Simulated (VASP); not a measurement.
# CsNaP2 (P4/mmm) in VASP: further runs

The runs below take CsNaP2 through relaxation of cell and atoms, single point, with PBE.

All numbers are computed with VASP 6.6.1; they aren't measurements. Logs are shortened: lines on timing, memory, paths and dates and some standing lists are left out, and cuts for length are marked.

### Step 1. The cell of the first run

It takes space group P4/mmm (No. 123, tetragonal). The conventional cell has a = 4.054 Å, b = 4.054 Å, c = 7.100 Å, α = 90.00°, β = 90.00°, γ = 90.00°. Within 4.7 Å of Cs (site symmetry 4/mmm) lie 2 Na at 3.55 Å and 8 P at 3.81 Å and 4 Cs at 4.05 Å. Within 4.0 Å of Na (site symmetry 4/mmm) lie 8 P at 3.05 Å and 2 Cs at 3.55 Å. P (site symmetry 4mm) has 1 P at 2.07 Å within 2.7 Å.

### Step 2. Relaxation of cell and atoms, PBE

Contents of INCAR:

```
PREC = Accurate
ENCUT = 600
EDIFF = 1E-7
ISMEAR = 0
SIGMA = 0.1
LREAL = False
LASPH = True
NELM = 100
ALGO = Normal
ISIF = 3
LWAVE = False
LCHARG = False
GGA = PE
IBRION = 2
NSW = 100
EDIFFG = -0.01
```

Contents of KPOINTS:

```
Automatic mesh
0
Gamma
  12 12 8
```

Contents of POSCAR:

```
CsNaP2
1.0
    4.0543382002      0.0000000000      0.0000000000
    0.0000000000      4.0543382002      0.0000000000
    0.0000000000      0.0000000000      7.0995426158
Cs Na P
1 1 2
Direct
    0.0000000000      0.0000000000      0.5000000000
    0.0000000000      0.0000000000      0.0000000000
    0.5000000000      0.5000000000      0.1460068877
    0.5000000000      0.5000000000      0.8539931123
```

Potentials or basis: VASP PAW PBE potentials, release 64 (Cs_sv, Na_pv, P).

Launch:

```
cat potpaw_PBE.64/Cs_sv/POTCAR potpaw_PBE.64/Na_pv/POTCAR potpaw_PBE.64/P/POTCAR > POTCAR
mpirun -np 1 vasp_std > vasp.out
```

OUTCAR:

```text
PREC = Accurate
   ENCUT = 600
   EDIFF = 1E-7
   ISMEAR = 0
   LREAL = False
   LASPH = True
   NELM = 100
   ISIF = 3
   GGA = PE
   IBRION = 2
   NSW = 100
   EDIFFG = -0.01

 ion  position               nearest neighbor table
   1  0.000  0.000  0.500-
   2  0.000  0.000  0.000-
   3  0.500  0.500  0.146-   4 2.07
   4  0.500  0.500  0.854-   3 2.07

  LATTYP: Found a simple tetragonal cell.
 ALAT       =     4.0543382002
 C/A-ratio  =     1.7510977785

  Lattice vectors:

 A1 = (   4.0543382002,   0.0000000000,   0.0000000000)
 A2 = (   0.0000000000,   4.0543382002,   0.0000000000)
 A3 = (   0.0000000000,   0.0000000000,   7.0995426158)

Analysis of symmetry for initial positions (statically):
=====================================================================
 Subroutine PRICEL returns:
 Original cell was already a primitive cell.

 Routine SETGRP: Setting up the symmetry group for a
 simple tetragonal supercell.

 Subroutine GETGRP returns: Found 16 space group operations
 (whereof 16 operations were pure point group operations)
 out of a pool of 16 trial point group operations.

The static configuration has the point symmetry D_4h.

Analysis of symmetry for dynamics (positions and initial velocities):
=====================================================================
 Subroutine PRICEL returns:
 Original cell was already a primitive cell.

 Routine SETGRP: Setting up the symmetry group for a
 simple tetragonal supercell.

 Subroutine GETGRP returns: Found 16 space group operations
 (whereof 16 operations were pure point group operations)
 out of a pool of 16 trial point group operations.

The dynamic configuration has the point symmetry D_4h.

 Subroutine INISYM returns: Found 16 space group operations
 (whereof 16 operations are pure point group operations),
 and found     1 'primitive' translations

----------------------------------------------------------------------------------------

                                     Primitive cell

  volume of cell :     116.6999

  direct lattice vectors                    reciprocal lattice vectors
     4.054338200  0.000000000  0.000000000     0.246649379  0.000000000  0.000000000
     0.000000000  4.054338200  0.000000000     0.000000000  0.246649379  0.000000000
     0.000000000  0.000000000  7.099542616     0.000000000  0.000000000  0.140854144

  length of vectors
     4.054338200  4.054338200  7.099542616     0.246649379  0.246649379  0.140854144

  position of ions in fractional coordinates (direct lattice)
     0.000000000  0.000000000  0.500000000
     0.000000000  0.000000000  0.000000000
     0.500000000  0.500000000  0.146006888
     0.500000000  0.500000000  0.853993112

  ion indices of the primitive-cell ions
   primitive index   ion index
                 1           1
                 2           2
                 3           3
                 4           4

----------------------------------------------------------------------------------------

 KPOINTS: Automatic mesh

Automatic generation of k-mesh.
 Grid dimensions read from file:
 generate k-points for:   12   12    8

 Generating k-lattice:

  Cartesian coordinates                     Fractional coordinates (reciprocal lattice)
     0.020554115  0.000000000  0.000000000     0.083333333  0.000000000  0.000000000
     0.000000000  0.020554115  0.000000000     0.000000000  0.083333333  0.000000000
     0.000000000  0.000000000  0.017606768     0.000000000  0.000000000  0.125000000

  Length of vectors
     0.020554115  0.020554115  0.017606768

  Shift w.r.t. Gamma in fractional coordinates (k-lattice)
     0.000000000  0.000000000  0.000000000

 Subroutine IBZKPT returns following result:
 ===========================================

 Found    140 irreducible k-points:

 Following reciprocal coordinates:
            Coordinates               Weight
  0.000000  0.000000  0.000000      1.000000
  0.083333  0.000000  0.000000      4.000000
  0.166667  0.000000  0.000000      4.000000
  0.250000  0.000000  0.000000      4.000000
  0.333333  0.000000  0.000000      4.000000
  0.416667  0.000000  0.000000      4.000000
[... 16 lines left out ...]
  0.333333  0.333333  0.000000      4.000000
  0.416667  0.333333  0.000000      8.000000
 [... further k-points ...]
   k-points           NKPTS =    140   k-points in BZ     NKDIM =    140   number of bands    NBANDS=     17
   number of dos      NEDOS =    301   number of ions     NIONS =      4
   total plane-waves  NPLWV =  61440
   dimension x,y,z NGX =    32 NGY =   32 NGZ =   60
   dimension x,y,z NGXF=    64 NGYF=   64 NGZF=  120
   ions per type =               1   1   2
   NGX,Y,Z   is equivalent  to a cutoff of  13.12, 13.12, 14.05 a.u.
   NGXF,Y,Z  is equivalent  to a cutoff of  26.24, 26.24, 28.10 a.u.
 SYSTEM =  unknown system
   PREC   = accura    normal or accurate (medium, high low for compatibility)
   ISTART =      0    job   : 0-new  1-cont  2-samecut
   ICHARG =      2    charge: 1-file 2-atom 10-const
   ISPIN  =      1    spin polarized calculation?
   LNONCOLLINEAR =      F non collinear calculations
   LSORBIT =      F    spin-orbit coupling
   LASPH  =      T    aspherical Exc in radial PAW
   ENCUT  =  600.0 eV  44.10 Ry    6.64 a.u.   8.10  8.10 14.18*2*pi/ulx,y,z
   NELM   =    100;   NELMIN=  2; NELMDL= -5     # of ELM steps
   EDIFF  = 0.1E-06   stopping-criterion for ELM
   LREAL  =      F    real-space projection
   EDIFFG = -.1E-01   stopping-criterion for IOM
   NSW    =    100    number of steps for IOM
   IBRION =      2    ionic relax: 0-MD 1-quasi-New 2-CG
   NFREE  =      1    steps in history (QN), initial steepest desc. (CG)
   ISIF   =      3    stress and relaxation
   ISYM   =      2    0-nonsym 1-usesym 2-fastsym
   POTIM  = 0.5000    time-step for ionic-motion
   TEBEG  =    0.0;   TEEND  =   0.0 temperature during run
   PSTRESS=    0.0 pullay stress
   NELECT =      26.0000    total number of electrons
   NUPDOWN=      -1.0000    fix difference up-down
   EMIN   =  10.00;   EMAX   =-10.00  energy-range for DOS
   EFERMI =   0.00;   METHOD = LEGACY
   ISMEAR =     0;   SIGMA  =   0.10  broadening in eV -4-tet -1-fermi 0-gaus
   EFERMI_NEDOS =   21; number of points for ismear=-14 and -15
   IALGO  =     38    algorithm
   IMIX   =      4    mixing-type and parameters
     AMIX     =   0.40;   BMIX     =  1.00
     AMIX_MAG =   1.60;   BMIX_MAG =  1.00
  volume/ion in A,a.u.               =      29.17       196.88
  Fermi-wavevector in a.u.,A,eV,Ry     =   0.992451  1.875461 13.401187  0.984959
  Thomas-Fermi vector in A             =   2.124264
   LORBIT       =      0    0 simple, 1 ext, 2 COOP (PROOUT), +10 PAW based schemes
   GGA     = PE    functional components
   LHFCALC =     F    Hartree Fock is set to
   AEXX    =    0.0000 exact exchange contribution
   IVDW    =     0    specifies the selected vdW correction
   LEPSILON=     F    determine dielectric tensor
   LRPA    =     F    only Hartree local field effects (RPA)
 conjugate gradient relaxation of ions
 non-spin polarized calculation
 Gauss-broadening in eV      SIGMA  =   0.10
  energy-cutoff  :      600.00
  volume of cell :      116.70
 maximum number of plane-waves:      3944
   NGX = 17   NGY = 17   NGZ = 29

--------------------------------------- Ionic step        1  -------------------------------------------

 number of electron      25.9999991 magnetization

 Free energy of the ion-electron system (eV)
  ---------------------------------------------------
  ext. energy  EPLUGINS =         0.00000000
  ---------------------------------------------------
  free energy    TOTEN  =       -14.14780170 eV

  energy without entropy =      -14.13985460  energy(sigma->0) =      -14.14382815

------------------------ aborting loop because EDIFF is reached ----------------------------------------

  FORCE on cell =-STRESS in cart. coord.  units (eV):
  Direction    XX          YY          ZZ          XY          YZ          ZX
  --------------------------------------------------------------------------------------
  -------------------------------------------------------------------------------------
  Total       -0.2619826     -0.2619826      0.2552269      0.0000000      0.0000000      0.0000000
  in kB       -3.5967708     -3.5967708      3.5040216      0.0000000      0.0000000      0.0000000
  external PRESSURE =      -1.2298400 kB  Pullay stress =       0.0000000 kB
[... 213 lines left out ...]
  energy  without entropy=      -14.1444823630  energy(sigma->0) =      -14.14827210

--------------------------------------- Ionic step        7  -------------------------------------------

 number of electron      25.9999990 magnetization

 Free energy of the ion-electron system (eV)
  ---------------------------------------------------
  ext. energy  EPLUGINS =         0.00000000
  ---------------------------------------------------
  free energy    TOTEN  =       -14.15210515 eV

  energy without entropy =      -14.14452968  energy(sigma->0) =      -14.14831742

 E-fermi :   3.0504     XC(G=0):  -8.3961

 val. band max:        3.0452431974   @ k =   0.2500   0.0833   0.0000
 cond. band min:       3.0547400369   @ k =   0.2500   0.0000   0.0000
 fundamental gap:      0.0094968395
 Fermi energy:         3.0504479075

 k-point     1 :       0.0000    0.0000    0.0000
  band No.  band energies     occupation
      1     -20.8733      2.00000
      2     -20.8013      2.00000
      3     -20.8013      2.00000
      4     -19.8085      2.00000
      5      -9.0697      2.00000
      6      -6.9297      2.00000
[... 9 lines left out ...]
     16       5.1817      0.00000
     17       6.0426      0.00000
[... 443 lines left out ...]
      1     -20.8712      2.00000
      2     -20.8110      2.00000
      3     -20.8083      2.00000
      4     -19.6565      2.00000
      5      -8.6498      2.00000
      6      -7.0158      2.00000
[... 9 lines left out ...]
     16       6.1723      0.00000
     17       6.9519      0.00000

 [... further k-points ...]
[... 5 lines left out ...]
  --------------------------------------------------------------------------------------
  -------------------------------------------------------------------------------------
  Total       -0.0034398     -0.0034398     -0.0226609      0.0000000      0.0000000     -0.0000000
  in kB       -0.0474118     -0.0474118     -0.3123468      0.0000000      0.0000000     -0.0000000
  external PRESSURE =      -0.1357235 kB  Pullay stress =       0.0000000 kB
[... 19 lines left out ...]
  FREE ENERGIE OF THE ION-ELECTRON SYSTEM (eV)
  ---------------------------------------------------
  free  energy   TOTEN  =       -14.1521051532 eV

  energy  without entropy=      -14.1445296780  energy(sigma->0) =      -14.14831742

 reached required accuracy - stopping structural energy minimisation
```

Run time: 30 min. Hardware: 1 thread of AMD EPYC, shared host; peak memory 0.47 GiB.

Results:

```
Free energy                            : -14.1521 eV
Relaxed volume                         : 29.06 Å³/atom
Relaxed cell                           : a = 4.024 Å, b = 4.024 Å, c = 7.178 Å, α = 90.00°, β = 90.00°, γ = 90.00°
Space group after relaxing (to 0.05 Å) : P4/mmm (No. 123)
Energy gained by relaxing              : 1.1 meV/atom
Ionic steps                            : 7
Pressure after relaxing                : 0.0 GPa
Largest force after relaxing           : 0.007 eV/Å
Band gap on the k mesh                 : zero (band 13 reaches 4.13 eV, above the bottom of band 14 at 2.06 eV)
```

Forces on the atoms (eV/Å):
```
Cs   0.000  0.000  0.000
Na   0.000  0.000  0.000
P    0.000  0.000 -0.007
P    0.000  0.000  0.007
```

Step by step:
| step | energy change (eV) | largest force (eV/Å) | pressure (GPa) | volume (Å³) |
| --- | --- | --- | --- | --- |
| 1 | 0.0000 | 0.0729 | -0.12 | 116.70 |
| 2 | -0.0024 | 0.0572 | -0.06 | 116.32 |
| 3 | -0.0041 | 0.0267 | 0.07 | 115.63 |
| 4 | -0.0041 | 0.0276 | 0.07 | 115.65 |
| 5 | -0.0042 | 0.0130 | 0.06 | 115.91 |
| 6 | -0.0043 | 0.0268 | 0.06 | 115.99 |
| 7 | -0.0043 | 0.0069 | -0.01 | 116.24 |

Final structure:
```cif
data_structure
_symmetry_space_group_name_H-M 'P 1'
_symmetry_Int_Tables_number 1
_cell_length_a 4.0242
_cell_length_b 4.0242
_cell_length_c 7.1778
_cell_angle_alpha 90.000
_cell_angle_beta 90.000
_cell_angle_gamma 90.000
_cell_volume 116.24
loop_
_atom_site_label
_atom_site_type_symbol
_atom_site_fract_x
_atom_site_fract_y
_atom_site_fract_z
_atom_site_occupancy
Cs1 Cs 0.00000 0.00000 0.50000 1
Na1 Na 0.00000 0.00000 0.00000 1
P1 P 0.50000 0.50000 0.14423 1
P2 P 0.50000 0.50000 0.85577 1
```

Caveat: spin-orbit coupling is left out, which moves the levels of the heavy elements.

### Step 3. Single point, PBE

This run uses another cell than the first one, of 28.96 Å³/atom, 0.993 times its volume.

Contents of INCAR:

```
SYSTEM = CsNaP2
PREC = Accurate ; ENCUT = 520
EDIFF = 1E-6 ; ISMEAR = 0
SIGMA = 0.1 ; LREAL = .FALSE.
LASPH = .TRUE. ; NELM = 100
ALGO = Normal ; ISIF = 2
LWAVE = .FALSE. ; LCHARG = .FALSE.
GGA = PE ; NBANDS = 21
```

Contents of KPOINTS:

```
regular mesh
0
G
  4 4 2
  0 0 0
```

Contents of POSCAR:

```
CsNaP2
1.0
    4.0501346348      0.0000000000      0.0000000000
    0.0000000000      4.0501346348      0.0000000000
    0.0000000000      0.0000000000      7.0624262440
Cs Na P
1 1 2
Direct
    0.0000000000      0.0000000000      0.5000000000
    0.0000000000      0.0000000000      0.0000000000
    0.5000000000      0.5000000000      0.1467831413
    0.5000000000      0.5000000000      0.8532168587
```

Potentials or basis: VASP PAW PBE potentials, release 64 (Cs_sv, Na_pv, P).

Launch:

```
cat potpaw_PBE.64/Cs_sv/POTCAR potpaw_PBE.64/Na_pv/POTCAR potpaw_PBE.64/P/POTCAR > POTCAR
mpirun -np 1 vasp_std > vasp.out
```

OUTCAR:

```text
SYSTEM = CsNaP2
   PREC = Accurate
   ENCUT = 520
   EDIFF = 1E-6
   ISMEAR = 0
   LREAL = .FALSE.
   LASPH = .TRUE.
   NELM = 100
   ISIF = 2
   GGA = PE

 ion  position               nearest neighbor table
   1  0.000  0.000  0.500-
   2  0.000  0.000  0.000-
   3  0.500  0.500  0.147-   4 2.07
   4  0.500  0.500  0.853-   3 2.07

  LATTYP: Found a simple tetragonal cell.
 ALAT       =     4.0501346348
 C/A-ratio  =     1.7437509813

  Lattice vectors:
[... 466 lines left out ...]

  FORCE on cell =-STRESS in cart. coord.  units (eV):
  Direction    XX          YY          ZZ          XY          YZ          ZX
  --------------------------------------------------------------------------------------
  -------------------------------------------------------------------------------------
  Total        0.0903749      0.0903749     -0.0306974      0.0000000      0.0000000      0.0000000
  in kB        1.2498715      1.2498715     -0.4245402      0.0000000      0.0000000      0.0000000
  external PRESSURE =       0.6917343 kB  Pullay stress =       0.0000000 kB

 VOLUME and BASIS-vectors are now :
 -----------------------------------------------------------------------------
  energy-cutoff  :      520.00
  volume of cell :      115.85
      direct lattice vectors                 reciprocal lattice vectors
     4.050134635  0.000000000  0.000000000     0.246905372  0.000000000  0.000000000
     0.000000000  4.050134635  0.000000000     0.000000000  0.246905372  0.000000000
     0.000000000  0.000000000  7.062426244     0.000000000  0.000000000  0.141594399

 POSITION                                       TOTAL-FORCE (eV/Angst)
 -----------------------------------------------------------------------------------
      0.00000      0.00000      3.53121         0.000000     -0.000000      0.000000
      0.00000      0.00000      0.00000         0.000000     -0.000000      0.000000
      2.02507      2.02507      1.03665        -0.000000      0.000000     -0.084107
      2.02507      2.02507      6.02578         0.000000     -0.000000      0.084107
 -----------------------------------------------------------------------------------
    total drift:                               -0.000000      0.000000     -0.000000

  FREE ENERGIE OF THE ION-ELECTRON SYSTEM (eV)
  ---------------------------------------------------
  free  energy   TOTEN  =       -14.0524225343 eV

  energy  without entropy=      -14.0393055203  energy(sigma->0) =      -14.04586403
```

Run time: 46 s. Hardware: 1 thread of AMD EPYC, shared host; peak memory 0.18 GiB.

Results:

```
Free energy            : -14.0524 eV
Pressure               : 0.1 GPa
Largest force          : 0.084 eV/Å
Band gap on the k mesh : zero (band 13 reaches 3.95 eV, above the bottom of band 14 at 2.04 eV)
```

Forces on the atoms (eV/Å):
```
Cs   0.000  0.000  0.000
Na   0.000  0.000  0.000
P    0.000  0.000 -0.084
P    0.000  0.000  0.084
```

Caveat: the k points lie up to 0.44 Å⁻¹ apart; spin-orbit coupling is left out, which moves the levels of the heavy elements.
